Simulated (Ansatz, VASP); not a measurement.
**Two plane-wave programs on Ti**

The input INCAR:

```
SYSTEM = Ti
ALGO = Fast ; EDIFF = 1E-6
ENCUT = 520 ; GGA = PE
ISIF = 2 ; ISMEAR = 0
LASPH = .True. ; LCHARG = .False.
LREAL = .False. ; LWAVE = .False.
NBANDS = 12 ; NELM = 60
PREC = Accurate ; SIGMA = 0.15
```

The input KPOINTS:

```
k-points
0
Gamma
  28 28 28
  0 0 0
```

The input POSCAR:

```
Ti
1.0
   -1.6500535178      1.6500535178      1.5840513771
    1.6500535178     -1.6500535178      1.5840513771
    1.6500535178      1.6500535178     -1.5840513771
Ti
1
Direct
    0.0000000000      0.0000000000      0.0000000000
```

Input for Ansatz:

```yaml
crystal:
  lattice:
    - [-1.6500535178, 1.6500535178, 1.5840513771]
    - [1.6500535178, -1.6500535178, 1.5840513771]
    - [1.6500535178, 1.6500535178, -1.5840513771]
  atoms:
    - { symbol: Ti, position: [0.0, 0.0, 0.0] }
basis:
  ecutwfc: 420
kpoints:
  mp_grid: { grid: [28, 28, 28] }
hamiltonian:
  xc: pbe
scf:
  occupations: { method: gaussian, width: 0.15 }
output:
  forces: true
  stress: true
  eigenvalues: true
```

Alike in both runs: task single point; functional PBE; k mesh 28 × 28 × 28; occupations gaussian, width 0.15 eV; no spin polarisation.

|  | VASP | Ansatz |
| --- | --- | --- |
| version | VASP 6.6.1 | Ansatz 0.2.0 |
| potentials or method | VASP PAW PBE potentials, release 64 (Ti_sv), cutoff 520 eV | scalar-relativistic, plane waves, PAW |
| valence electrons in the cell | 12 | 12 |

VASP gave:

```
gap on the k mesh at the Fermi level (eV)                     : none
pressure (GPa)                                                : -0.2
traceless stress, the component that is largest in VASP (GPa) : -0.81
```

Q: Estimate Ansatz's values.

A: gap on the k mesh at the Fermi level (eV): none; pressure (GPa): 0.1; traceless stress, the component that is largest in VASP (GPa): -0.80.

A gap of «none» marks a metal or a gap that the smearing closes. With one functional, cell and mesh, what is left measures potentials, basis and numerics.
